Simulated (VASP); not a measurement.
# Ta (I4/mmm) in VASP: further runs, part 2 of 2

VASP 6.6.1.

## (5) Single point, PBEsol (strain +0.080 along x and y, +0.000 along z)

INCAR reads:

```
SYSTEM = Ta
  ALGO = Fast
  EDIFF = 1E-6
  ENCUT = 520
  GGA = PS
  ISIF = 2
  ISMEAR = 0
  LASPH = .TRUE.
  LCHARG = .FALSE.
  LREAL = .FALSE.
  LWAVE = .FALSE.
  NBANDS = 12
  NELM = 100
  PREC = Accurate
  SIGMA = 0.15
```

KPOINTS reads:

```
k-points
0
G
  26 26 26
  0 0 0
```

POSCAR reads:

```
Ta
1.0
   -1.7714805432      1.7714805432      1.6402597622
    1.7714805432     -1.7714805432      1.6402597622
    1.7714805432      1.7714805432     -1.6402597622
Ta
1
Direct
    0.0000000000      0.0000000000      0.0000000000
```

Potentials or basis: VASP PAW PBE potentials, release 64 (Ta_pv).

Started as:

```console
$ cat potpaw_PBE.64/Ta_pv/POTCAR > POTCAR
$ mpirun -np 1 vasp_std > vasp.out
```

OUTCAR:

```text
SYSTEM = Ta
   EDIFF = 1E-6
   ENCUT = 520
   GGA = PS
   ISIF = 2
   ISMEAR = 0
   LASPH = .TRUE.
   LREAL = .FALSE.
   NELM = 100
   PREC = Accurate

 ion  position               nearest neighbor table
   1  0.000  0.000  0.000-

  LATTYP: Found a body centered tetragonal cell.
 ALAT       =     3.5429610864
 C/A-ratio  =     0.9259259259

  Lattice vectors:

 A1 = (  -1.7714805432,   1.7714805432,   1.6402597622)
 A2 = (   1.7714805432,  -1.7714805432,   1.6402597622)
 A3 = (   1.7714805432,   1.7714805432,  -1.6402597622)

Analysis of symmetry for initial positions (statically):
=====================================================================
 Subroutine PRICEL returns:
 Original cell was already a primitive cell.

 Routine SETGRP: Setting up the symmetry group for a
 body centered tetragonal supercell.

 Subroutine GETGRP returns: Found 16 space group operations
 (whereof 16 operations were pure point group operations)
 out of a pool of 16 trial point group operations.

The static configuration has the point symmetry D_4h.

Analysis of symmetry for dynamics (positions and initial velocities):
=====================================================================
 Subroutine PRICEL returns:
 Original cell was already a primitive cell.

 Routine SETGRP: Setting up the symmetry group for a
 body centered tetragonal supercell.

 Subroutine GETGRP returns: Found 16 space group operations
 (whereof 16 operations were pure point group operations)
 out of a pool of 16 trial point group operations.

The dynamic configuration has the point symmetry D_4h.

 Subroutine INISYM returns: Found 16 space group operations
 (whereof 16 operations are pure point group operations),
 and found     1 'primitive' translations

----------------------------------------------------------------------------------------

                                     Primitive cell

  volume of cell :      20.5895

  direct lattice vectors                    reciprocal lattice vectors
    -1.771480543  1.771480543  1.640259762     0.000000000  0.282249784  0.304829766
     1.771480543 -1.771480543  1.640259762     0.282249784  0.000000000  0.304829766
     1.771480543  1.771480543 -1.640259762     0.282249784  0.282249784  0.000000000

  length of vectors
     2.994451322  2.994451322  2.994451322     0.415434865  0.415434865  0.399161472

  position of ions in fractional coordinates (direct lattice)
     0.000000000  0.000000000  0.000000000

  ion indices of the primitive-cell ions
   primitive index   ion index
                 1           1

----------------------------------------------------------------------------------------

 KPOINTS: k-points

Automatic generation of k-mesh.
 Grid dimensions read from file:
 generate k-points for:   26   26   26

 Generating k-lattice:

  Cartesian coordinates                     Fractional coordinates (reciprocal lattice)
     0.000000000  0.010855761  0.011724222     0.038461538  0.000000000 -0.000000000
     0.010855761  0.000000000  0.011724222     0.000000000  0.038461538 -0.000000000
     0.010855761  0.010855761  0.000000000     0.000000000  0.000000000  0.038461538

  Length of vectors
     0.015978264  0.015978264  0.015352364

  Shift w.r.t. Gamma in fractional coordinates (k-lattice)
     0.000000000  0.000000000  0.000000000

 Subroutine IBZKPT returns following result:
 ===========================================

 Found   1330 irreducible k-points:

 Following reciprocal coordinates:
            Coordinates               Weight
  0.000000  0.000000  0.000000      1.000000
  0.038462 -0.000000  0.000000      8.000000
  0.076923 -0.000000  0.000000      8.000000
  0.115385 -0.000000  0.000000      8.000000
  0.153846 -0.000000  0.000000      8.000000
  0.192308 -0.000000  0.000000      8.000000
[... 16 lines left out ...]
  0.346154  0.038462  0.000000     16.000000
  0.384615  0.038462  0.000000     16.000000
 [... further k-points ...]
   k-points           NKPTS =   1330   k-points in BZ     NKDIM =   1330   number of bands    NBANDS=     12
   number of dos      NEDOS =    301   number of ions     NIONS =      1
   total plane-waves  NPLWV =  13824
   dimension x,y,z NGX =    24 NGY =   24 NGZ =   24
   dimension x,y,z NGXF=    48 NGYF=   48 NGZF=   48
   ions per type =               1
   NGX,Y,Z   is equivalent  to a cutoff of  13.32, 13.32, 13.32 a.u.
   NGXF,Y,Z  is equivalent  to a cutoff of  26.65, 26.65, 26.65 a.u.
 SYSTEM =  Ta
   PREC   = accura    normal or accurate (medium, high low for compatibility)
   ISTART =      0    job   : 0-new  1-cont  2-samecut
   ICHARG =      2    charge: 1-file 2-atom 10-const
   ISPIN  =      1    spin polarized calculation?
   LNONCOLLINEAR =      F non collinear calculations
   LSORBIT =      F    spin-orbit coupling
   LASPH  =      T    aspherical Exc in radial PAW
   ENCUT  =  520.0 eV  38.22 Ry    6.18 a.u.   5.57  5.57  5.57*2*pi/ulx,y,z
   NELM   =    100;   NELMIN=  2; NELMDL= -5     # of ELM steps
   EDIFF  = 0.1E-05   stopping-criterion for ELM
   LREAL  =      F    real-space projection
   EDIFFG = 0.1E-04   stopping-criterion for IOM
   NSW    =      0    number of steps for IOM
   IBRION =     -1    ionic relax: 0-MD 1-quasi-New 2-CG
   NFREE  =      0    steps in history (QN), initial steepest desc. (CG)
   ISIF   =      2    stress and relaxation
   ISYM   =      2    0-nonsym 1-usesym 2-fastsym
   POTIM  = 0.5000    time-step for ionic-motion
   TEBEG  =    0.0;   TEEND  =   0.0 temperature during run
   PSTRESS=    0.0 pullay stress
   NELECT =      11.0000    total number of electrons
   NUPDOWN=      -1.0000    fix difference up-down
   EMIN   =  10.00;   EMAX   =-10.00  energy-range for DOS
   EFERMI =   0.00;   METHOD = LEGACY
   ISMEAR =     0;   SIGMA  =   0.15  broadening in eV -4-tet -1-fermi 0-gaus
   EFERMI_NEDOS =   21; number of points for ismear=-14 and -15
   IALGO  =     68    algorithm
   IMIX   =      4    mixing-type and parameters
     AMIX     =   0.40;   BMIX     =  1.00
     AMIX_MAG =   1.60;   BMIX_MAG =  1.00
  volume/ion in A,a.u.               =      20.59       138.94
  Fermi-wavevector in a.u.,A,eV,Ry     =   1.328385  2.510283 24.008928  1.764606
  Thomas-Fermi vector in A             =   2.457626
   LORBIT       =      0    0 simple, 1 ext, 2 COOP (PROOUT), +10 PAW based schemes
   GGA     = PS    functional components
   LHFCALC =     F    Hartree Fock is set to
   AEXX    =    0.0000 exact exchange contribution
   IVDW    =     0    specifies the selected vdW correction
   LEPSILON=     F    determine dielectric tensor
   LRPA    =     F    only Hartree local field effects (RPA)
 non-spin polarized calculation
 RMM-DIIS sequential band-by-band and
 Gauss-broadening in eV      SIGMA  =   0.15
  energy-cutoff  :      520.00
  volume of cell :       20.59
 maximum number of plane-waves:       578
   NGX = 11   NGY = 11   NGZ = 11

 number of electron      11.0000000 magnetization

 Free energy of the ion-electron system (eV)
  ---------------------------------------------------
  ext. energy  EPLUGINS =         0.00000000
  ---------------------------------------------------
  free energy    TOTEN  =       -12.30109134 eV

  energy without entropy =      -12.28328468  energy(sigma->0) =      -12.29218801

 E-fermi :   4.3237     XC(G=0): -12.0577

 val. band max:        4.3218839246   @ k =  -0.0769   0.3846   0.0769
 cond. band min:       4.3242598949   @ k =  -0.4231   0.4231   0.0769
 fundamental gap:      0.0023759703
 Fermi energy:         4.3236775712

 k-point     1 :       0.0000    0.0000    0.0000
  band No.  band energies     occupation
      1     -29.2619      2.00000
      2     -29.2619      2.00000
      3     -29.2462      2.00000
      4      -3.1002      2.00000
      5       4.4691      0.17025
      6       5.3300      0.00000
      7       5.3300      0.00000
      8       7.1705      0.00000
      9       8.3243      0.00000
     10      18.3211      0.00000
     11      18.3211      0.00000
     12      19.6616      0.00000
[... 331 lines left out ...]
 k-point    24 :       0.3846    0.0385    0.0000
  band No.  band energies     occupation
      1     -29.9415      2.00000
      2     -29.5000      2.00000
      3     -29.2859      2.00000
      4       0.4365      2.00000
      5       2.9785      2.00000
      6       4.8141      0.00000
      7       7.7014      0.00000
      8       8.8661      0.00000
      9       9.9223      0.00000
     10      15.1338      0.00000
     11      16.1725      0.00000
     12      19.8817      0.00000

 [... further k-points ...]
[... 5 lines left out ...]
  --------------------------------------------------------------------------------------
  -------------------------------------------------------------------------------------
  Total       -3.1707292     -3.1707292     -2.6565911      0.0000000      0.0000000     -0.0000000
  in kB     -246.7313550   -246.7313550   -206.7235235      0.0000000      0.0000000     -0.0000000
  external PRESSURE =    -233.3954112 kB  Pullay stress =       0.0000000 kB

 VOLUME and BASIS-vectors are now :
 -----------------------------------------------------------------------------
  energy-cutoff  :      520.00
  volume of cell :       20.59
      direct lattice vectors                 reciprocal lattice vectors
    -1.771480543  1.771480543  1.640259762     0.000000000  0.282249784  0.304829766
     1.771480543 -1.771480543  1.640259762     0.282249784  0.000000000  0.304829766
     1.771480543  1.771480543 -1.640259762     0.282249784  0.282249784  0.000000000

 POSITION                                       TOTAL-FORCE (eV/Angst)
 -----------------------------------------------------------------------------------
      0.00000      0.00000      0.00000        -0.000000      0.000000     -0.000000
 -----------------------------------------------------------------------------------
    total drift:                                0.000000      0.000000     -0.000000

  FREE ENERGIE OF THE ION-ELECTRON SYSTEM (eV)
  ---------------------------------------------------
  free  energy   TOTEN  =       -12.3010913448 eV

  energy  without entropy=      -12.2832846831  energy(sigma->0) =      -12.29218801
```

OSZICAR:

```text
N       E                     dE             d eps       ncg     rms          rms(c)
DAV:   1     0.598875965783E+02    0.59888E+02   -0.60486E+03 31984   0.853E+02
DAV:   2    -0.118719693483E+02   -0.71760E+02   -0.70058E+02 35784   0.240E+02
DAV:   3    -0.129363950347E+02   -0.10644E+01   -0.10525E+01 38660   0.275E+01
DAV:   4    -0.129399225316E+02   -0.35275E-02   -0.35268E-02 35572   0.175E+00
DAV:   5    -0.129399384607E+02   -0.15929E-04   -0.15929E-04 38756   0.111E-01    0.109E+01
RMM:   6    -0.124331909117E+02    0.50675E+00   -0.36476E-01 34332   0.476E+00    0.491E+00
RMM:   7    -0.123017997446E+02    0.13139E+00   -0.32526E-01 35335   0.434E+00    0.427E-01
RMM:   8    -0.123011126557E+02    0.68709E-03   -0.15016E-02 37288   0.105E+00    0.301E-01
RMM:   9    -0.123010788331E+02    0.33823E-04   -0.26546E-03 39085   0.404E-01    0.662E-02
RMM:  10    -0.123010764859E+02    0.23472E-05   -0.43313E-04 40122   0.149E-01    0.880E-03
RMM:  11    -0.123010876601E+02   -0.11174E-04   -0.12480E-04 42553   0.667E-02    0.135E-02
RMM:  12    -0.123010910798E+02   -0.34197E-05   -0.28252E-05 43494   0.278E-02    0.407E-02
RMM:  13    -0.123010913448E+02   -0.26503E-06   -0.43921E-06 33540   0.125E-02
   1 F= -.12301091E+02 E0= -.12292188E+02  d E =-.178067E-01
```

It took 2.2 min on 1 thread of Intel Xeon Platinum 8488C (Sapphire Rapids), shared host; peak memory 0.41 GiB.

What came out:

- Free energy: -12.3011 eV
- Pressure: -23.3 GPa
- Band gap on the k mesh: zero (an odd number of electrons rules out a gap without spin polarisation)

Levels at points of the mesh, in eV from the Fermi level:
| k point | band 2 | band 3 | band 4 | band 5 | band 6 | band 7 | band 8 | band 9 | band 10 | band 11 |
| --- | --- | --- | --- | --- | --- | --- | --- | --- | --- | --- |
| (0.00, 0.00, 0.00) | -33.59 | -33.57 | -7.42 | 0.15 | 1.01 | 1.01 | 2.85 | 4.00 | 14.00 | 14.00 |
| (0.50, 0.00, 0.00) | -33.84 | -33.61 | -3.82 | -1.50 | 1.26 | 3.35 | 4.70 | 6.52 | 9.78 | 11.17 |
| (0.50, 0.50, 0.00) | -33.79 | -33.56 | -3.94 | -0.61 | 0.77 | 2.56 | 3.82 | 6.41 | 9.39 | 11.74 |
| (0.50, 0.50, 0.50) | -34.15 | -34.03 | -3.20 | -3.04 | 5.69 | 5.69 | 5.96 | 6.89 | 6.89 | 8.83 |

Caveat: the cell differs from its parent crystal (strain +0.080 along x and y, +0.000 along z); the cell stands under tension; the PAW data sets were made with another functional, which shifts forces and pressure a little; spin-orbit coupling is left out, which moves the levels of the heavy elements.

## (6) Overview

| cell | further INCAR settings | gap on the mesh (eV) | pressure (GPa) |
| --- | --- | --- | --- |
| a = 2.925 Å, angles 105.4, 105.4, 117.9°, 1 atom | ALGO = Fast; EDIFF = 1e-07; NBANDS = 12 | none | -10.4 |
| a = 2.919 Å, angles 111.6, 111.6, 105.3°, 1 atom | ALGO = Fast; EDIFF = 1e-07; NBANDS = 12 | none | -13.1 |
| a = 2.959 Å, angles 106.5, 106.5, 115.7°, 1 atom | ALGO = Fast; EDIFF = 1e-06; NBANDS = 12 | none | -17.8 |
| a = 2.994 Å, angles 107.5, 107.5, 113.6°, 1 atom | ALGO = Fast; EDIFF = 1e-06; NBANDS = 12 | none | -23.3 |

Alike in all rows: task single point; level PBEsol; potentials or basis VASP PAW PBE potentials, release 64 (Ta_pv); no spin polarisation; k mesh 26 × 26 × 26; cutoff (eV) 520; smearing gaussian 0.15 eV.

Caveats: the cell stands under tension; the PAW data sets were made with another functional, which shifts forces and pressure a little; spin-orbit coupling is left out, which moves the levels of the heavy elements.

Absolute energies hang on the potentials; compare differences alone.
